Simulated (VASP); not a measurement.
Wanted: the native input for a VASP 6.6.1 run.

```
Task                   : single point
Functional             : PBE
Potentials or basis    : VASP PAW PBE potentials, release 64 (As, C, N)
Cutoff                 : 520 eV
k mesh                 : 5 × 5 × 4
Occupations            : fermi-dirac, width 0.02 eV
Spin                   : no spin polarisation
Dipole correction      : no
Further INCAR settings : ALGO = Normal; EDIFF = 1e-06; NBANDS = 45
```

The structure of AsC3N3 lies in POSCAR:

```
AsC3N3
1.0
    4.5328977926     -3.4033726626      0.0000000000
    4.5328977926      3.4033726626      0.0000000000
   -1.7091540214      0.0000000000      8.6318606383
As C N
2 6 6
Direct
    0.2984879607      0.2985405760      0.2638608648
    0.7014594240      0.7015120393      0.7361391352
   -0.0007676631      0.4363637678      0.3700943562
    0.5636362322      1.0007676631      0.6299056438
    0.2395691769      0.9671911494      0.2507228476
    0.0328088506      0.7604308231      0.7492771524
    0.0923523376      0.3465000353      0.0635068450
    0.6534999647      0.9076476624      0.9364931550
    0.9809940663      0.3901367848      0.9442743597
    0.6098632152      0.0190059337      0.0557256403
    0.2228387118      0.7675483383      0.2492394088
    0.2324516617      0.7771612882      0.7507605912
    0.8357140821      0.5269080206      0.4428862714
    0.4730919794      0.1642859179      0.5571137286
```

These files were run (other wordings do the same):

INCAR

```
SYSTEM = AsC3N3
  PREC = Accurate
  ENCUT = 520
  EDIFF = 1E-6
  ISMEAR = -1
  SIGMA = 0.02
  LREAL = .FALSE.
  LASPH = .TRUE.
  NELM = 100
  ALGO = Normal
  ISIF = 2
  LWAVE = .FALSE.
  LCHARG = .TRUE.
  GGA = PE
  LELF = .TRUE.
  LVHAR = .TRUE.
  NBANDS = 45
```

KPOINTS

```
Automatic mesh
0
G
  5 5 4
  0 0 0
```

Potentials or basis: VASP PAW PBE potentials, release 64 (As, C, N).

The run is started by

```sh
$ cat potpaw_PBE.64/As/POTCAR potpaw_PBE.64/C/POTCAR potpaw_PBE.64/N/POTCAR > POTCAR
$ mpirun -np 1 vasp_std > vasp.out
```

It gave:

```yaml
Pressure: 1.7 GPa
Largest_force: 0.452 eV/Å
Band_gap_on_the_k_mesh: 4.51 eV
```

Caveat: an odd mesh through Γ misses points on the zone boundary, where band edges can lie.

Wall time 6.7 min on 1 thread of Intel(R) Xeon(R) Platinum 8259CL CPU @ 2.50GHz (Skylake/Cascade Lake) (shared host), peak memory 0.52 GiB.
